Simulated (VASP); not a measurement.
Write the native input for VASP 6.6.1 that does the following.

```
Task                   : relaxation of cell and atoms
Functional             : PBE
Potentials or basis    : VASP PAW PBE potentials, release 64 (Sr_sv, Al, O)
Cutoff                 : 600 eV
k mesh                 : 4 × 2 × 2
Occupations            : gaussian, width 0.1 eV
Spin                   : collinear spin
Starting moments       : [0.0, 0.0, 0.0, 0.0, 0.42, 0.42, 0.42, 0.42, 0.0, 0.0, 0.0, 0.0] μB
Dipole correction      : no
Further INCAR settings : ALGO = Normal; EDIFF = 1e-06; IBRION = 2; EDIFFG = -0.025; NSW = 80; ISIF = 3
```

The structure of SrAlO4 lies in POSCAR:

```
SrAlO4
1.0
   -4.6820553076      0.0039716391     -0.0281229970
    0.1749617777     -0.0364351844     -6.0036794427
    0.0052650317     -6.1352112714     -0.0372231578
Sr Al O
2 2 8
Direct
    0.4952597194      0.2563487440      0.7183198821
    0.4906526162      0.7409245823      0.2745680145
    1.0034142876      0.7409216025      0.7666477961
    1.0097678592      0.2433342896      0.2362172289
    0.2735763490      0.8600273721      0.6159303971
    0.7164918446      0.6503531409      0.6238219740
    0.7191830730      0.1341571372      0.3767686356
    0.3116073469      0.3717611413      0.3766751838
    0.1236712649      0.5382102447      0.9556272241
    0.8652002221      0.9664268713      0.9520792285
    0.8527064608      0.4635605890      0.0512362001
    0.1384689563      0.0339742852      0.0521082354
```

These files were run (other wordings do the same):

INCAR

```
SYSTEM = SrAlO4
PREC     = Accurate       ! precision mode
ENCUT    = 600            ! plane-wave cutoff, eV
EDIFF    = 1E-6           ! SCF threshold, eV
ISMEAR   = 0              ! smearing method
SIGMA    = 0.1            ! smearing width, eV
LREAL    = .False.        ! projectors in reciprocal space
LASPH    = .True.         ! aspherical terms in the spheres
NELM     = 150            ! most SCF steps
ALGO     = Normal         ! electronic algorithm
ISIF     = 3              ! what is computed and relaxed
LWAVE    = .False.        ! write WAVECAR
LCHARG   = .False.        ! write CHGCAR
ISPIN    = 2              ! spin polarisation
MAGMOM   = 0 0 0 0 0.42 0.42 0.42 0.42 0 0 0 0 ! initial moments
LORBIT   = 11             ! projections on sites
GGA      = PE             ! functional
IBRION   = 2              ! ionic algorithm
NSW      = 80             ! ionic steps
EDIFFG   = -0.025         ! ionic threshold
```

KPOINTS

```
regular mesh
0
Gamma
  4 2 2
  0 0 0
```

Potentials or basis: VASP PAW PBE potentials, release 64 (Sr_sv, Al, O).

Command:

```sh
$ cat potpaw_PBE.64/Sr_sv/POTCAR potpaw_PBE.64/Al/POTCAR potpaw_PBE.64/O/POTCAR > POTCAR
$ mpirun -np 1 vasp_std > vasp.out
```

Results of the run:

```
Relaxed volume                                        : 14.26 Å³/atom
Relaxed cell                                          : a = 4.602 Å, b = 6.018 Å, c = 6.180 Å, α = 89.80°, β = 90.03°, γ = 91.64°
Space group after relaxing (to 0.1 Å)                 : P-1 (No. 2)
Energy gained by relaxing                             : 53.4 meV/atom
Ionic steps                                           : 23
Pressure after relaxing                               : 0.0 GPa
Largest force after relaxing                          : 0.024 eV/Å
Band gap on the k mesh                                : 0.85 eV
Net moment                                            : 0.00 μB per cell
Site moments                                          : Sr +0.00, -0.00; Al -0.01, +0.01; O +0.38, +0.37, -0.38, -0.37, +0.01, -0.01 (each value once) μB
Valence electrons inside the program's atomic spheres : Sr 7.98; Al 0.82; O 4.97, 4.95 (each value once)
```

Caveat: the k points lie up to 0.52 Å⁻¹ apart in the final cell.

Run time: 110 min on 1 thread of Oxide Virtual Turin-like Processor, with other jobs on the host, peak memory 0.45 GiB.
